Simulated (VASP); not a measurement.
Wanted: the native input for a VASP 6.6.1 run.

* Task: single point
* Functional: PBEsol
* Dispersion: D3(BJ)
* Potentials or basis: VASP PAW PBE potentials, release 64 (Zr_sv, H)
* Cutoff: 520 eV
* k mesh: 10 × 10 × 10
* Occupations: methfessel-paxton, width 0.05 eV
* Spin: no spin polarisation
* Dipole correction: no
* Further INCAR settings: ALGO = Normal; EDIFF = 1e-07; NBANDS = 14

The structure of ZrH2 lies in POSCAR:

```
ZrH2
1.0
    0.0000000000      2.3683877031      2.3683877031
    2.3683877031      0.0000000000      2.3683877031
    2.3683877031      2.3683877031      0.0000000000
Zr H
1 2
Direct
    0.0000000000      0.0000000000      0.0000000000
    0.7500000000      0.7500000000      0.7500000000
    0.2500000000      0.2500000000      0.2500000000
```

These files were run (other wordings do the same):

INCAR

```
SYSTEM = ZrH2
ALGO = Normal ; EDIFF = 1E-7
ENCUT = 520 ; GGA = PS
ISIF = 2 ; ISMEAR = 1
IVDW = 12 ; LASPH = .TRUE.
LCHARG = .FALSE. ; LREAL = .FALSE.
LWAVE = .FALSE. ; NBANDS = 14
NELM = 80 ; PREC = Accurate
SIGMA = 0.05
```

KPOINTS

```
k-points
0
G
  10 10 10
  0 0 0
```

Potentials or basis: VASP PAW PBE potentials, release 64 (Zr_sv, H).

The run is started by

```console
$ cat potpaw_PBE.64/Zr_sv/POTCAR potpaw_PBE.64/H/POTCAR > POTCAR
$ mpirun -np 1 vasp_std > vasp.out
```

Results of the run:

| Item | Value |
| --- | --- |
| Pressure | -2.1 GPa |
| Band gap on the k mesh | zero (band 7 reaches 9.25 eV, above the bottom of band 8 at 8.44 eV) |
| Dispersion energy per atom | -0.246 eV |

Caveat: three body term missing; the PAW data sets were made with another functional, which shifts forces and pressure a little; pairwise dispersion overbinds metals, which lowers pressure and volume.

Wall time 12 s on 1 thread of Intel(R) Xeon(R) 6975P-C (Granite Rapids), on a shared host, peak memory 0.17 GiB.
